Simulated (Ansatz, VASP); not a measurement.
This is a calculation of SnSe for VASP 6.6.1.

File POSCAR:

```
SnSe
1.0
    0.0000000000      3.0100000000      3.0100000000
    3.0100000000      0.0000000000      3.0100000000
    3.0100000000      3.0100000000      0.0000000000
Sn Se
1 1
Direct
    0.0000000000      0.0000000000      0.0000000000
    0.5000000000      0.5000000000      0.5000000000
```

Contents of INCAR.step1:

```
SYSTEM = SnSe
PREC     = Accurate       ! precision mode
ENCUT    = 520            ! plane-wave cutoff, eV
EDIFF    = 1E-5           ! SCF threshold, eV
ISMEAR   = -1             ! smearing method
SIGMA    = 0.05           ! smearing width, eV
LREAL    = .FALSE.        ! projectors in reciprocal space
LASPH    = .TRUE.         ! aspherical terms in the spheres
NELM     = 100            ! most SCF steps
ALGO     = Normal         ! electronic algorithm
ISIF     = 2              ! what is computed and relaxed
LWAVE    = .TRUE.         ! write WAVECAR
LCHARG   = .FALSE.        ! write CHGCAR
NBANDS   = 17             ! bands
GGA      = PE             ! functional
```

The input INCAR.step2:

```
SYSTEM = SnSe
PREC     = Accurate       ! precision mode
ENCUT    = 520            ! plane-wave cutoff, eV
EDIFF    = 1E-6           ! SCF threshold, eV
ISMEAR   = -1             ! smearing method
SIGMA    = 0.05           ! smearing width, eV
LREAL    = .FALSE.        ! projectors in reciprocal space
LASPH    = .TRUE.         ! aspherical terms in the spheres
NELM     = 100            ! most SCF steps
ALGO     = Normal         ! electronic algorithm
ISIF     = 2              ! what is computed and relaxed
LWAVE    = .FALSE.        ! write WAVECAR
LCHARG   = .FALSE.        ! write CHGCAR
GGA      = PE             ! functional
LHFCALC  = .TRUE.         ! exact exchange
AEXX     = 0.25           ! exact-exchange fraction
HFSCREEN = 0.3            ! screening, 1/A
PRECFOCK = Normal       
NBANDS   = 17             ! bands
ISTART   = 1
```

Contents of KPOINTS:

```
regular mesh
0
G
  4 4 4
  0 0 0
```

Potentials or basis: VASP PAW PBE potentials, release 64 (Sn_d, Se).

Command:

```sh
$ cat potpaw_PBE.64/Sn_d/POTCAR potpaw_PBE.64/Se/POTCAR > POTCAR
$ cp INCAR.step1 INCAR
$ mpirun -np 1 vasp_std > vasp.out
$ cp INCAR.step2 INCAR
$ mpirun -np 1 vasp_std > vasp.out
```

**Question.** Set up the same calculation for Ansatz 0.2.0. Potentials there: Ansatz PAW.

**Answer.** As run (the cutoff follows the program's own potentials):

File input.yaml:

```yaml
crystal:
  lattice:
    - [0.0, 3.01, 3.01]
    - [3.01, 0.0, 3.01]
    - [3.01, 3.01, 0.0]
  atoms:
    - { symbol: Sn, position: [0.0, 0.0, 0.0] }
    - { symbol: Se, position: [0.5, 0.5, 0.5] }
hamiltonian:
  xc: { exchange: pbe, correlation: pbe, exx: { coeff: 0.25, omega: 0.3 } }
  pseudopotentials: { kind: paw }
kpoints:
  mp_grid: { grid: [4, 4, 4] }
scf:
  occupations: { method: fermi_dirac, width: 0.05 }
output:
  forces: true
  stress: true
  eigenvalues: true
```

Potentials or basis: Ansatz PAW.

Launch:

```sh
$ ansatz run input.yaml --threads 2 --pin off --max-ram 5632MiB --backend cpu --events-out ev --progress --plain --runs-dir out
```

Both were run:

|  | VASP | Ansatz | Ansatz less VASP |
| --- | --- | --- | --- |
| gap on the k mesh at the Fermi level (eV) | 0.48 | 0.49 | +0.009 |
| least direct gap on the mesh (eV) | 0.48 | 0.49 | +0.009 |
| pressure (GPa) | -1.7 | -1.7 | +0.06 |

VASP's potentials were made for PBE, not for PBE-based screened hybrid. The functional is the same, so the differences come from potentials, cutoffs and numerics. VASP's potentials hold 20 valence electrons a cell and Ansatz's 30, so a difference there can come from the potentials and not from the codes.

The k mesh is coarse, so the values compare programs but aren't converged.
